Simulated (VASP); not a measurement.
# AlNi (CsCl type) (Pm-3m) in VASP: further runs

Runs on AlNi (CsCl type). Level: PBE. Tasks: single point.

Everything below comes from runs of VASP 6.6.1. Logs are shortened: lines on timing, memory, paths and dates and some standing lists are left out, and cuts for length are marked.

## Step 1: The cell of the first run

Symmetry: Pm-3m, No. 221, cubic system. The conventional cell has a = 2.371 Å, b = 2.371 Å, c = 2.371 Å, α = 90.00°, β = 90.00°, γ = 90.00°. Ni (site symmetry m-3m) has 8 Al at 2.05 Å and 6 Ni at 2.37 Å within 2.7 Å. Al (site symmetry m-3m) has 8 Ni at 2.05 Å and 6 Al at 2.37 Å within 2.7 Å.

## Step 2: Single point, PBE (volume scaled by 0.55)

The input, INCAR:

```
SYSTEM = AlNi
ALGO = Normal
EDIFF = 1E-6
ENCUT = 520
GGA = PE
ISIF = 2
ISMEAR = -1
LASPH = .TRUE.
LCHARG = .TRUE.
LELF = .TRUE.
LREAL = .FALSE.
LVHAR = .TRUE.
LWAVE = .FALSE.
NBANDS = 14
NELM = 60
PREC = Accurate
SIGMA = 0.08
```

The input, KPOINTS:

```
k-points
0
G
  14 14 14
  0 0 0
```

The input, POSCAR:

```
AlNi
1.0
    2.3706264352      0.0000000000      0.0000000000
    0.0000000000      2.3706264352      0.0000000000
    0.0000000000      0.0000000000      2.3706264352
Ni Al
1 1
Direct
    0.0000000000      0.0000000000      0.0000000000
    0.5000000000      0.5000000000      0.5000000000
```

Potentials or basis: VASP PAW PBE potentials, release 64 (Ni, Al).

Command:

```
cat potpaw_PBE.64/Ni/POTCAR potpaw_PBE.64/Al/POTCAR > POTCAR
mpirun -np 1 vasp_std > vasp.out
```

OUTCAR:

```text
SYSTEM = AlNi
   EDIFF = 1E-6
   ENCUT = 520
   GGA = PE
   ISIF = 2
   ISMEAR = -1
   LASPH = .TRUE.
   LREAL = .FALSE.
   NELM = 60
   PREC = Accurate

 ion  position               nearest neighbor table
   1  0.000  0.000  0.000-   2 2.05   2 2.05   2 2.05   2 2.05   2 2.05   2 2.05   2 2.05   2 2.05

   2  0.500  0.500  0.500-   1 2.05   1 2.05   1 2.05   1 2.05   1 2.05   1 2.05   1 2.05   1 2.05

  LATTYP: Found a simple cubic cell.
 ALAT       =     2.3706264352

  Lattice vectors:

 A1 = (   2.3706264352,   0.0000000000,   0.0000000000)
 A2 = (   0.0000000000,   2.3706264352,   0.0000000000)
 A3 = (   0.0000000000,   0.0000000000,   2.3706264352)

Analysis of symmetry for initial positions (statically):
=====================================================================
 Subroutine PRICEL returns:
 Original cell was already a primitive cell.

 Routine SETGRP: Setting up the symmetry group for a
 simple cubic supercell.

 Subroutine GETGRP returns: Found 48 space group operations
 (whereof 48 operations were pure point group operations)
 out of a pool of 48 trial point group operations.

The static configuration has the point symmetry O_h .

Analysis of symmetry for dynamics (positions and initial velocities):
=====================================================================
 Subroutine PRICEL returns:
 Original cell was already a primitive cell.

 Routine SETGRP: Setting up the symmetry group for a
 simple cubic supercell.

 Subroutine GETGRP returns: Found 48 space group operations
 (whereof 48 operations were pure point group operations)
 out of a pool of 48 trial point group operations.

The dynamic configuration has the point symmetry O_h .

 Subroutine INISYM returns: Found 48 space group operations
 (whereof 48 operations are pure point group operations),
 and found     1 'primitive' translations

----------------------------------------------------------------------------------------

                                     Primitive cell

  volume of cell :      13.3226

  direct lattice vectors                    reciprocal lattice vectors
     2.370626435  0.000000000  0.000000000     0.421829431  0.000000000  0.000000000
     0.000000000  2.370626435  0.000000000     0.000000000  0.421829431  0.000000000
     0.000000000  0.000000000  2.370626435     0.000000000  0.000000000  0.421829431

  length of vectors
     2.370626435  2.370626435  2.370626435     0.421829431  0.421829431  0.421829431

  position of ions in fractional coordinates (direct lattice)
     0.000000000  0.000000000  0.000000000
     0.500000000  0.500000000  0.500000000

  ion indices of the primitive-cell ions
   primitive index   ion index
                 1           1
                 2           2

----------------------------------------------------------------------------------------

 KPOINTS: k-points

Automatic generation of k-mesh.
 Grid dimensions read from file:
 generate k-points for:   14   14   14

 Generating k-lattice:

  Cartesian coordinates                     Fractional coordinates (reciprocal lattice)
     0.030130674  0.000000000  0.000000000     0.071428571  0.000000000  0.000000000
     0.000000000  0.030130674  0.000000000     0.000000000  0.071428571  0.000000000
     0.000000000  0.000000000  0.030130674     0.000000000  0.000000000  0.071428571

  Length of vectors
     0.030130674  0.030130674  0.030130674

  Shift w.r.t. Gamma in fractional coordinates (k-lattice)
     0.000000000  0.000000000  0.000000000

 Subroutine IBZKPT returns following result:
 ===========================================

 Found    120 irreducible k-points:

 Following reciprocal coordinates:
            Coordinates               Weight
  0.000000  0.000000  0.000000      1.000000
  0.071429  0.000000  0.000000      6.000000
  0.142857  0.000000  0.000000      6.000000
  0.214286  0.000000  0.000000      6.000000
  0.285714  0.000000  0.000000      6.000000
  0.357143  0.000000  0.000000      6.000000
[... 16 lines left out ...]
  0.285714  0.214286  0.000000     24.000000
  0.357143  0.214286  0.000000     24.000000
 [... further k-points ...]
   k-points           NKPTS =    120   k-points in BZ     NKDIM =    120   number of bands    NBANDS=     14
   number of dos      NEDOS =    301   number of ions     NIONS =      2
   total plane-waves  NPLWV =   5832
   dimension x,y,z NGX =    18 NGY =   18 NGZ =   18
   dimension x,y,z NGXF=    36 NGYF=   36 NGZF=   36
   ions per type =               1   1
   NGX,Y,Z   is equivalent  to a cutoff of  12.62, 12.62, 12.62 a.u.
   NGXF,Y,Z  is equivalent  to a cutoff of  25.25, 25.25, 25.25 a.u.
 SYSTEM =  AlNi
   PREC   = accura    normal or accurate (medium, high low for compatibility)
   ISTART =      0    job   : 0-new  1-cont  2-samecut
   ICHARG =      2    charge: 1-file 2-atom 10-const
   ISPIN  =      1    spin polarized calculation?
   LNONCOLLINEAR =      F non collinear calculations
   LSORBIT =      F    spin-orbit coupling
   LASPH  =      T    aspherical Exc in radial PAW
   ENCUT  =  520.0 eV  38.22 Ry    6.18 a.u.   4.41  4.41  4.41*2*pi/ulx,y,z
   NELM   =     60;   NELMIN=  2; NELMDL= -5     # of ELM steps
   EDIFF  = 0.1E-05   stopping-criterion for ELM
   LREAL  =      F    real-space projection
   EDIFFG = 0.1E-04   stopping-criterion for IOM
   NSW    =      0    number of steps for IOM
   IBRION =     -1    ionic relax: 0-MD 1-quasi-New 2-CG
   NFREE  =      0    steps in history (QN), initial steepest desc. (CG)
   ISIF   =      2    stress and relaxation
   ISYM   =      2    0-nonsym 1-usesym 2-fastsym
   POTIM  = 0.5000    time-step for ionic-motion
   TEBEG  =    0.0;   TEEND  =   0.0 temperature during run
   PSTRESS=    0.0 pullay stress
   NELECT =      13.0000    total number of electrons
   NUPDOWN=      -1.0000    fix difference up-down
   EMIN   =  10.00;   EMAX   =-10.00  energy-range for DOS
   EFERMI =   0.00;   METHOD = LEGACY
   ISMEAR =    -1;   SIGMA  =   0.08  broadening in eV -4-tet -1-fermi 0-gaus
   EFERMI_NEDOS =   21; number of points for ismear=-14 and -15
   IALGO  =     38    algorithm
   IMIX   =      4    mixing-type and parameters
     AMIX     =   0.40;   BMIX     =  1.00
     AMIX_MAG =   1.60;   BMIX_MAG =  1.00
  volume/ion in A,a.u.               =       6.66        44.95
  Fermi-wavevector in a.u.,A,eV,Ry     =   1.623776  3.068492 35.873787  2.636649
  Thomas-Fermi vector in A             =   2.717171
   LORBIT       =      0    0 simple, 1 ext, 2 COOP (PROOUT), +10 PAW based schemes
   GGA     = PE    functional components
   LHFCALC =     F    Hartree Fock is set to
   AEXX    =    0.0000 exact exchange contribution
   IVDW    =     0    specifies the selected vdW correction
   LEPSILON=     F    determine dielectric tensor
   LRPA    =     F    only Hartree local field effects (RPA)
 non-spin polarized calculation
  energy-cutoff  :      520.00
  volume of cell :       13.32
 maximum number of plane-waves:       370
 NGX is ok and might be reduce to    18
   NGX =  9   NGY =  9   NGZ =  9

 number of electron      12.9999987 magnetization

 Free energy of the ion-electron system (eV)
  ---------------------------------------------------
  ext. energy  EPLUGINS =         0.00000000
  ---------------------------------------------------
  free energy    TOTEN  =        -3.67032612 eV

  energy without entropy =       -3.65652534  energy(sigma->0) =       -3.66342573

 E-fermi :  20.4845     XC(G=0): -15.2110

 val. band max:       20.4494670824   @ k =   0.3571   0.1429   0.0000
 cond. band min:      20.5260715330   @ k =   0.3571   0.2143   0.0000
 fundamental gap:      0.0766044506
 Fermi energy:        20.4845389122

 k-point     1 :       0.0000    0.0000    0.0000
  band No.  band energies     occupation
      1       4.2172      2.00000
      2      12.8148      2.00000
      3      12.8148      2.00000
      4      17.0022      2.00000
      5      17.0022      2.00000
      6      17.0022      2.00000
      7      29.1219      0.00000
      8      29.1219      0.00000
      9      29.1219      0.00000
     10      30.5263      0.00000
     11      30.5263      0.00000
     12      47.7408      0.00000
     13      49.1399      0.00000
     14      49.1399      0.00000

 k-point     2 :       0.0714    0.0000    0.0000
  band No.  band energies     occupation
      1       4.3614      2.00000
      2      12.8453      2.00000
      3      12.8656      2.00000
      4      16.9172      2.00000
      5      16.9172      2.00000
      6      17.0132      2.00000
      7      27.4196      0.00000
      8      29.2945      0.00000
      9      29.2945      0.00000
     10      30.4423      0.00000
     11      32.2016      0.00000
     12      47.3596      0.00000
     13      47.3596      0.00000
     14      48.0466      0.00000

 k-point     3 :       0.1429    0.0000    0.0000
  band No.  band energies     occupation
      1       4.7882      2.00000
      2      12.9120      2.00000
      3      13.0110      2.00000
      4      16.6878      2.00000
      5      16.6878      2.00000
      6      17.0444      2.00000
      7      25.2435      0.00000
      8      29.7845      0.00000
      9      29.7845      0.00000
     10      30.1979      0.00000
     11      34.3138      0.00000
     12      45.3201      0.00000
     13      45.3201      0.00000
     14      46.7584      0.00000
[... 324 lines left out ...]
 k-point    23 :       0.2857    0.2143    0.0000
  band No.  band energies     occupation
      1       7.5356      2.00000
      2      13.1369      2.00000
      3      13.7776      2.00000
      4      15.4114      2.00000
      5      16.1121      2.00000
      6      16.4873      2.00000
      7      21.8140      0.00000
      8      25.8009      0.00000
      9      31.2903      0.00000
     10      33.0701      0.00000
     11      38.1990      0.00000
     12      41.4825      0.00000
     13      42.1054      0.00000
     14      44.7129      0.00000

 k-point    24 :       0.3571    0.2143    0.0000
  band No.  band energies     occupation
      1       8.5629      2.00000
      2      12.6398      2.00000
      3      14.0717      2.00000
      4      15.3710      2.00000
      5      15.8315      2.00000
      6      16.5229      2.00000
      7      20.5261      0.74610
      8      26.4353      0.00000
      9      30.3527      0.00000
     10      34.1523      0.00000
     11      37.7684      0.00000
     12      40.6896      0.00000
     13      42.4542      0.00000
     14      44.9019      0.00000

 [... further k-points ...]

------------------------ aborting loop because EDIFF is reached ----------------------------------------

  FORCE on cell =-STRESS in cart. coord.  units (eV):
  Direction    XX          YY          ZZ          XY          YZ          ZX
  --------------------------------------------------------------------------------------
  -------------------------------------------------------------------------------------
  Total       28.4777757     28.4777757     28.4777757     -0.0000000     -0.0000000     -0.0000000
  in kB     3424.7374121   3424.7374121   3424.7374121     -0.0000000     -0.0000000     -0.0000000
  external PRESSURE =    3424.7374121 kB  Pullay stress =       0.0000000 kB

 VOLUME and BASIS-vectors are now :
 -----------------------------------------------------------------------------
  energy-cutoff  :      520.00
  volume of cell :       13.32
      direct lattice vectors                 reciprocal lattice vectors
     2.370626435  0.000000000  0.000000000     0.421829431  0.000000000  0.000000000
     0.000000000  2.370626435  0.000000000     0.000000000  0.421829431  0.000000000
     0.000000000  0.000000000  2.370626435     0.000000000  0.000000000  0.421829431

 POSITION                                       TOTAL-FORCE (eV/Angst)
 -----------------------------------------------------------------------------------
      0.00000      0.00000      0.00000         0.000000      0.000000      0.000000
      1.18531      1.18531      1.18531         0.000000      0.000000      0.000000
 -----------------------------------------------------------------------------------
    total drift:                               -0.000000     -0.000000      0.000000

  FREE ENERGIE OF THE ION-ELECTRON SYSTEM (eV)
  ---------------------------------------------------
  free  energy   TOTEN  =        -3.6703261248 eV

  energy  without entropy=       -3.6565253405  energy(sigma->0) =       -3.66342573
```

It took 18 s on 1 thread of Intel Xeon 6975P-C, shared host; peak memory 0.14 GiB.

Results:

```yaml
Free_energy: -3.6703 eV
Pressure: 342.5 GPa
```

Levels at points of the mesh, in eV from the Fermi level:
```csv
k point,band 3,band 4,band 5,band 6,band 7,band 8,band 9,band 10,band 11,band 12
"(0.00, 0.00, 0.00)",-7.67,-3.48,-3.48,-3.48,8.64,8.64,8.64,10.04,10.04,27.26
"(0.50, 0.00, 0.00)",-6.51,-4.95,-4.95,-3.25,-1.09,8.00,13.02,13.02,18.09,18.09
"(0.50, 0.50, 0.00)",-4.83,-4.83,-4.68,-4.68,-2.24,2.83,5.88,20.12,20.36,20.36
"(0.50, 0.50, 0.50)",-8.33,-2.17,-2.17,1.26,1.26,1.26,7.67,7.67,7.67,10.21
```

 Spin polarisation is off, so any magnetic state and its effect on volume and gap are missing.

## Step 3: Single point, PBE (volume scaled by 0.64)

Edit INCAR of step 2 so:

```diff
@@ -14,3 +14,3 @@
 NBANDS = 14
-NELM = 60
+NELM = 100
 PREC = Accurate
```

KPOINTS is that of step 2.

The input, POSCAR:

```
AlNi
1.0
    2.4934589214      0.0000000000      0.0000000000
    0.0000000000      2.4934589214      0.0000000000
    0.0000000000      0.0000000000      2.4934589214
Ni Al
1 1
Direct
    0.0000000000      0.0000000000      0.0000000000
    0.5000000000      0.5000000000      0.5000000000
```

Potentials or basis: VASP PAW PBE potentials, release 64 (Ni, Al).

Command:

```
cat potpaw_PBE.64/Ni/POTCAR potpaw_PBE.64/Al/POTCAR > POTCAR
mpirun -np 1 vasp_std > vasp.out
```

Run time: 21 s. Hardware: 1 thread of Intel Xeon 6975P-C, shared host; peak memory 0.14 GiB.

Results (log left out):

* Free energy: -7.1492 eV
* Pressure: 185.1 GPa

Levels at points of the mesh, in eV from the Fermi level:
```csv
k point,band 5,band 6,band 7,band 8,band 9,band 10
"(0.00, 0.00, 0.00)",-2.80,-2.80,7.70,7.70,7.70,9.58
"(0.50, 0.00, 0.00)",-4.02,-2.62,-0.94,8.34,12.26,12.26
"(0.50, 0.50, 0.00)",-3.86,-3.86,-1.80,2.43,4.90,17.84
"(0.50, 0.50, 0.50)",-1.74,1.51,1.51,1.51,6.70,6.70
```

## Step 4: Single point, PBE (volume scaled by 0.64)

The input, INCAR:

```
PREC = Accurate
ENCUT = 520
EDIFF = 1E-6
ISMEAR = -1
SIGMA = 0.08
LREAL = F
LASPH = T
NELM = 80
ALGO = Normal
ISIF = 2
LWAVE = F
LCHARG = F
GGA = PE
NBANDS = 14
```

The input, KPOINTS:

```
Automatic mesh
0
Gamma
  14 14 14
```

POSCAR is that of step 3.

Command:

```
cat potpaw_PBE.64/Ni/POTCAR potpaw_PBE.64/Al/POTCAR > POTCAR
mpirun -np 1 vasp_std > vasp.out
```

It took 18 s on 1 thread of Intel Xeon 6975P-C, shared host; peak memory 0.14 GiB.

Results (log left out):

```
Free energy : -7.1492 eV
Pressure    : 185.1 GPa
```

Levels at points of the mesh, in eV from the Fermi level:
```
           k point  band 3  band 4  band 5  band 6  band 7  band 8  band 9  band 10  band 11  band 12
(0.00, 0.00, 0.00)   -6.13   -2.80   -2.80   -2.80    7.70    7.70    7.70     9.58     9.58    23.17
(0.50, 0.00, 0.00)   -5.20   -4.02   -4.02   -2.62   -0.94    8.34   12.26    12.26    15.94    15.94
(0.50, 0.50, 0.00)   -4.19   -4.19   -3.86   -3.86   -1.80    2.43    4.90    17.84    18.95    18.95
(0.50, 0.50, 0.50)   -6.93   -1.74   -1.74    1.51    1.51    1.51    6.70     6.70     6.70     8.26
```
